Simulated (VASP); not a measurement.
# Ru (P6_3/mmc) in VASP: further runs, part 2 of 2

VASP 6.6.1. Earlier steps stand in the parts before.

### Step 3. Single point, PBE+D3(BJ)

This run uses another cell than the first one, of 13.44 Å³/atom, 0.990 times its volume.

Input file INCAR:

```
PREC = Accurate
ENCUT = 520
EDIFF = 1E-6
ISMEAR = 0
SIGMA = 0.1
LREAL = False
LASPH = True
NELM = 100
ALGO = Normal
ISIF = 2
LWAVE = False
LCHARG = False
GGA = PE
IVDW = 12
NBANDS = 21
```

Input file KPOINTS:

```
regular mesh
0
Gamma
  18 18 10
```

Input file POSCAR:

```
Ru
1.0
    2.6975947768      0.0000000000      0.0000000000
   -1.3487973884      2.3361856059      0.0000000000
    0.0000000000      0.0000000000      4.2658179912
Ru
2
Direct
    0.3333333333      0.6666666667      0.2500000000
    0.6666666667      0.3333333333      0.7500000000
```

Potentials or basis: VASP PAW PBE potentials, release 64 (Ru_pv).

Launch:

```console
cat potpaw_PBE.64/Ru_pv/POTCAR > POTCAR
mpirun -np 1 vasp_std > vasp.out
```

OUTCAR:

```text
PREC = Accurate
   ENCUT = 520
   EDIFF = 1E-6
   ISMEAR = 0
   LREAL = False
   LASPH = True
   NELM = 100
   ISIF = 2
   GGA = PE
   IVDW = 12
 IVDW          = 12

 ion  position               nearest neighbor table
   1  0.333  0.667  0.250-   2 2.64   2 2.64   2 2.64   2 2.64   2 2.64   2 2.64
   2  0.667  0.333  0.750-   1 2.64   1 2.64   1 2.64   1 2.64   1 2.64   1 2.64

  LATTYP: Found a hexagonal cell.
 ALAT       =     2.6975947768
 C/A-ratio  =     1.5813412852

  Lattice vectors:

 A1 = (   2.6975947768,   0.0000000000,   0.0000000000)
 A2 = (  -1.3487973884,   2.3361856059,   0.0000000000)
 A3 = (   0.0000000000,   0.0000000000,   4.2658179912)

Analysis of symmetry for initial positions (statically):
=====================================================================
 Subroutine PRICEL returns:
 Original cell was already a primitive cell.

 Routine SETGRP: Setting up the symmetry group for a
 hexagonal supercell.

 Subroutine GETGRP returns: Found 24 space group operations
 (whereof 12 operations were pure point group operations)
 out of a pool of 24 trial point group operations.

The static configuration has the point symmetry D_3d.
 The point group associated with its full space group is D_6h.

Analysis of symmetry for dynamics (positions and initial velocities):
=====================================================================
 Subroutine PRICEL returns:
 Original cell was already a primitive cell.

 Routine SETGRP: Setting up the symmetry group for a
 hexagonal supercell.

 Subroutine GETGRP returns: Found 24 space group operations
 (whereof 12 operations were pure point group operations)
 out of a pool of 24 trial point group operations.

The dynamic configuration has the point symmetry D_3d.
 The point group associated with its full space group is D_6h.

 Subroutine INISYM returns: Found 24 space group operations
 (whereof 12 operations are pure point group operations),
 and found     1 'primitive' translations

----------------------------------------------------------------------------------------

                                     Primitive cell

  volume of cell :      26.8835

  direct lattice vectors                    reciprocal lattice vectors
     2.697594777  0.000000000  0.000000000     0.370700599  0.214024091  0.000000000
    -1.348797388  2.336185606  0.000000000     0.000000000  0.428048181  0.000000000
     0.000000000  0.000000000  4.265817991     0.000000000  0.000000000  0.234421628

  length of vectors
     2.697594777  2.697594777  4.265817991     0.428048181  0.428048181  0.234421628

  position of ions in fractional coordinates (direct lattice)
     0.333333333  0.666666667  0.250000000
     0.666666667  0.333333333  0.750000000

  ion indices of the primitive-cell ions
   primitive index   ion index
                 1           1
                 2           2

----------------------------------------------------------------------------------------

 KPOINTS: regular mesh

Automatic generation of k-mesh.
 Grid dimensions read from file:
 generate k-points for:   18   18   10

 Generating k-lattice:

  Cartesian coordinates                     Fractional coordinates (reciprocal lattice)
     0.020594478  0.011890227  0.000000000     0.055555556  0.000000000  0.000000000
     0.000000000  0.023780455  0.000000000     0.000000000  0.055555556  0.000000000
     0.000000000  0.000000000  0.023442163     0.000000000  0.000000000  0.100000000

  Length of vectors
     0.023780455  0.023780455  0.023442163

  Shift w.r.t. Gamma in fractional coordinates (k-lattice)
     0.000000000  0.000000000  0.000000000

 Subroutine IBZKPT returns following result:
 ===========================================

 Found    222 irreducible k-points:

 Following reciprocal coordinates:
            Coordinates               Weight
  0.000000  0.000000  0.000000      1.000000
  0.055556 -0.000000  0.000000      6.000000
  0.111111 -0.000000  0.000000      6.000000
  0.166667 -0.000000  0.000000      6.000000
  0.222222 -0.000000  0.000000      6.000000
  0.277778 -0.000000  0.000000      6.000000
[... 16 lines left out ...]
  0.333333  0.111111  0.000000     12.000000
  0.388889  0.111111  0.000000     12.000000
 [... further k-points ...]
   k-points           NKPTS =    222   k-points in BZ     NKDIM =    222   number of bands    NBANDS=     21
   number of dos      NEDOS =    301   number of ions     NIONS =      2
   total plane-waves  NPLWV =  12800
   dimension x,y,z NGX =    20 NGY =   20 NGZ =   32
   dimension x,y,z NGXF=    40 NGYF=   40 NGZF=   64
   ions per type =               2
   NGX,Y,Z   is equivalent  to a cutoff of  12.33, 12.33, 12.47 a.u.
   NGXF,Y,Z  is equivalent  to a cutoff of  24.65, 24.65, 24.94 a.u.
 SYSTEM =  unknown system
   PREC   = accura    normal or accurate (medium, high low for compatibility)
   ISTART =      0    job   : 0-new  1-cont  2-samecut
   ICHARG =      2    charge: 1-file 2-atom 10-const
   ISPIN  =      1    spin polarized calculation?
   LNONCOLLINEAR =      F non collinear calculations
   LSORBIT =      F    spin-orbit coupling
   LASPH  =      T    aspherical Exc in radial PAW
   ENCUT  =  520.0 eV  38.22 Ry    6.18 a.u.   5.02  5.02  7.93*2*pi/ulx,y,z
   NELM   =    100;   NELMIN=  2; NELMDL= -5     # of ELM steps
   EDIFF  = 0.1E-05   stopping-criterion for ELM
   LREAL  =      F    real-space projection
   EDIFFG = 0.1E-04   stopping-criterion for IOM
   NSW    =      0    number of steps for IOM
   IBRION =     -1    ionic relax: 0-MD 1-quasi-New 2-CG
   NFREE  =      0    steps in history (QN), initial steepest desc. (CG)
   ISIF   =      2    stress and relaxation
   ISYM   =      2    0-nonsym 1-usesym 2-fastsym
   POTIM  = 0.5000    time-step for ionic-motion
   TEBEG  =    0.0;   TEEND  =   0.0 temperature during run
   PSTRESS=    0.0 pullay stress
   NELECT =      28.0000    total number of electrons
   NUPDOWN=      -1.0000    fix difference up-down
   EMIN   =  10.00;   EMAX   =-10.00  energy-range for DOS
   EFERMI =   0.00;   METHOD = LEGACY
   ISMEAR =     0;   SIGMA  =   0.10  broadening in eV -4-tet -1-fermi 0-gaus
   EFERMI_NEDOS =   21; number of points for ismear=-14 and -15
   IALGO  =     38    algorithm
   IMIX   =      4    mixing-type and parameters
     AMIX     =   0.40;   BMIX     =  1.00
     AMIX_MAG =   1.60;   BMIX_MAG =  1.00
  volume/ion in A,a.u.               =      13.44        90.71
  Fermi-wavevector in a.u.,A,eV,Ry     =   1.659455  3.135915 37.467583  2.753790
  Thomas-Fermi vector in A             =   2.746860
   LORBIT       =      0    0 simple, 1 ext, 2 COOP (PROOUT), +10 PAW based schemes
   GGA     = PE    functional components
   LHFCALC =     F    Hartree Fock is set to
   AEXX    =    0.0000 exact exchange contribution
   IVDW    =    12    specifies the selected vdW correction
   LEPSILON=     F    determine dielectric tensor
   LRPA    =     F    only Hartree local field effects (RPA)
 non-spin polarized calculation
 Gauss-broadening in eV      SIGMA  =   0.10
  energy-cutoff  :      520.00
  volume of cell :       26.88
 maximum number of plane-waves:       744
 NGX is ok and might be reduce to    20
   NGX =  9   NGY =  9   NGZ = 15

 number of electron      28.0000003 magnetization

 Free energy of the ion-electron system (eV)
  ---------------------------------------------------
  ext. energy  EPLUGINS =         0.00000000
  ---------------------------------------------------
  free energy    TOTEN  =       -18.45619738 eV

  energy without entropy =      -18.44721123  energy(sigma->0) =      -18.45170430

 E-fermi :  13.0177     XC(G=0): -14.1816

 val. band max:       13.0162595029   @ k =   0.1667   0.1111   0.3000
 cond. band min:      13.0283446942   @ k =   0.4444   0.1111   0.5000
 fundamental gap:      0.0120851913
 Fermi energy:        13.0176820517

 k-point     1 :       0.0000    0.0000    0.0000
  band No.  band energies     occupation
      1     -30.6634      2.00000
      2     -29.6980      2.00000
      3     -29.6980      2.00000
      4     -29.5219      2.00000
      5     -29.5219      2.00000
      6     -29.4800      2.00000
[... 13 lines left out ...]
     20      23.4361      0.00000
     21      23.5227      0.00000
[... 529 lines left out ...]
 k-point    24 :       0.3889    0.1111    0.0000
  band No.  band energies     occupation
      1     -30.4209      2.00000
      2     -30.2312      2.00000
      3     -30.1671      2.00000
      4     -29.9746      2.00000
      5     -29.7801      2.00000
      6     -29.7001      2.00000
[... 13 lines left out ...]
     20      23.4353      0.00000
     21      24.2910      0.00000

 [... further k-points ...]

------------------------ aborting loop because EDIFF is reached ----------------------------------------

 Edisp (eV)   -1.26125

 E8    (eV) :    -0.5755

  FORCE on cell =-STRESS in cart. coord.  units (eV):
  Direction    XX          YY          ZZ          XY          YZ          ZX
  --------------------------------------------------------------------------------------
  -------------------------------------------------------------------------------------
  Total      -0.01091    -0.01091    -0.00792     0.00000     0.00000    -0.00000
  in kB      -0.65002    -0.65002    -0.47179     0.00000     0.00000    -0.00000
  external pressure =       -0.59 kB  Pullay stress =        0.00 kB

 VOLUME and BASIS-vectors are now :
 -----------------------------------------------------------------------------
  energy-cutoff  :      520.00
  volume of cell :       26.88
      direct lattice vectors                 reciprocal lattice vectors
     2.697594777  0.000000000  0.000000000     0.370700599  0.214024091  0.000000000
    -1.348797388  2.336185606  0.000000000     0.000000000  0.428048181  0.000000000
     0.000000000  0.000000000  4.265817991     0.000000000  0.000000000  0.234421628

 POSITION                                       TOTAL-FORCE (eV/Angst)
 -----------------------------------------------------------------------------------
     -0.00000      1.55746      1.06645         0.000000     -0.000000      0.000000
      1.34880      0.77873      3.19936        -0.000000      0.000000      0.000000
 -----------------------------------------------------------------------------------
    total drift:                               -0.000000      0.000000     -0.000000

  FREE ENERGIE OF THE ION-ELECTRON SYSTEM (eV)
  ---------------------------------------------------
  free  energy   TOTEN  =       -19.7174460225 eV

  energy  without entropy=      -19.7084598779  energy(sigma->0) =      -19.71295295
```

Run time: 60 s. Hardware: 1 thread of Intel Xeon Platinum 8259CL at 2.50GHz (Skylake/Cascade Lake), shared host; peak memory 0.22 GiB.

What came out:

```
Free energy                : -19.7174 eV
Pressure                   : -0.1 GPa
Band gap on the k mesh     : zero (band 14 reaches 14.53 eV, above the bottom of band 15 at 11.36 eV)
Dispersion energy per atom : -0.631 eV
```

Caveat: pairwise dispersion overbinds metals, which lowers pressure and volume.

### Step 4. Relaxation of cell and atoms, PBE+D3(BJ)

Input file INCAR:

```
SYSTEM = Ru
PREC = Accurate
ENCUT = 600
EDIFF = 1E-6
ISMEAR = 0
SIGMA = 0.1
LREAL = .False.
LASPH = .True.
NELM = 80
ALGO = Fast
ISIF = 3
LWAVE = .False.
LCHARG = .False.
GGA = PE
IVDW = 12
IBRION = 2
NSW = 100
EDIFFG = -0.005
```

Input file KPOINTS:

```
Automatic mesh
0
Gamma
  18 18 10
  0 0 0
```

Input file POSCAR:

```
Ru
1.0
    2.7058000000      0.0000000000      0.0000000000
   -1.3529000000      2.3432915376      0.0000000000
    0.0000000000      0.0000000000      4.2819000000
Ru
2
Direct
    0.3333333333      0.6666666667      0.2500000000
    0.6666666667      0.3333333333      0.7500000000
```

Launch:

```console
cat potpaw_PBE.64/Ru_pv/POTCAR > POTCAR
mpirun -np 1 vasp_std > vasp.out
```

Run time: 8.8 min. Hardware: 1 thread of AMD EPYC 7R13, shared host; peak memory 0.23 GiB.

Results (log left out):

```
Free energy                            : -19.7180 eV
Relaxed volume                         : 13.44 Å³/atom
Relaxed cell                           : a = 2.697 Å, b = 2.697 Å, c = 4.266 Å, α = 90.00°, β = 90.00°, γ = 120.00°
Space group after relaxing (to 0.05 Å) : P6_3/mmc (No. 194)
Energy gained by relaxing              : 1.5 meV/atom
Ionic steps                            : 3
Pressure after relaxing                : 0.0 GPa
Band gap on the k mesh                 : zero (band 14 reaches 14.54 eV, above the bottom of band 15 at 11.36 eV)
Dispersion energy per atom             : -0.631 eV
```

The path:
```csv
step,energy change (eV),largest force (eV/Å),pressure (GPa),volume (Å³)
1,0.0000,0.0000,-3.32,27.15
2,0.0249,0.0000,11.26,26.06
3,-0.0029,0.0000,0.00,26.88
```

Final structure:
```xyz
2
Lattice="2.6972 0.0000 0.0000 -1.3486 2.3358 0.0000 0.0000 0.0000 4.2661" Properties=species:S:1:pos:R:3 pbc="T T T"
Ru    0.0000    1.5572    1.0665
Ru    1.3486    0.7786    3.1996
```

Levels at points of the mesh, in eV from the Fermi level:
```
           k point  band 11  band 12  band 13  band 14  band 15  band 16  band 17  band 18
(0.00, 0.00, 0.00)    -2.44    -1.93    -1.93    -1.41    -1.41     1.21     1.21     1.32
(0.50, 0.00, 0.00)    -2.09    -1.80    -1.53     1.46     1.88     1.96     4.13     6.21
(0.00, 0.00, 0.50)    -2.80    -2.80    -2.73    -2.73     0.56     0.56     0.56     0.56
(0.50, 0.00, 0.50)    -1.07    -1.07     0.46     0.46     1.72     1.72     3.44     3.44
```

Caveat: pairwise dispersion overbinds metals, which lowers pressure and volume.

### Step 5. The runs side by side

| task | cell | k mesh | cutoff (eV) | gap on the mesh (eV) | pressure (GPa) |
| --- | --- | --- | --- | --- | --- |
| single point | a = 2.706, b = 2.706, c = 4.282 Å, angles 90.0, 90.0, 120.0°, 2 atoms | 9 × 9 × 4 | 520 | none | -3.1 |
| single point | a = 2.698, b = 2.698, c = 4.266 Å, angles 90.0, 90.0, 120.0°, 2 atoms | 18 × 18 × 10 | 520 | none | -0.1 |
| relaxation of cell and atoms | relaxed from a = 2.706, b = 2.706, c = 4.282 Å, angles 90.0, 90.0, 120.0°, 2 atoms | 18 × 18 × 10 | 600 | none | 0.0 |

Alike in all rows: level PBE+D3(BJ); potentials or basis VASP PAW PBE potentials, release 64 (Ru_pv); no spin polarisation; smearing gaussian 0.1 eV.

Caveats: some runs use coarse meshes; pairwise dispersion overbinds metals, which lowers pressure and volume.

Absolute energies hang on the potentials; compare differences alone.
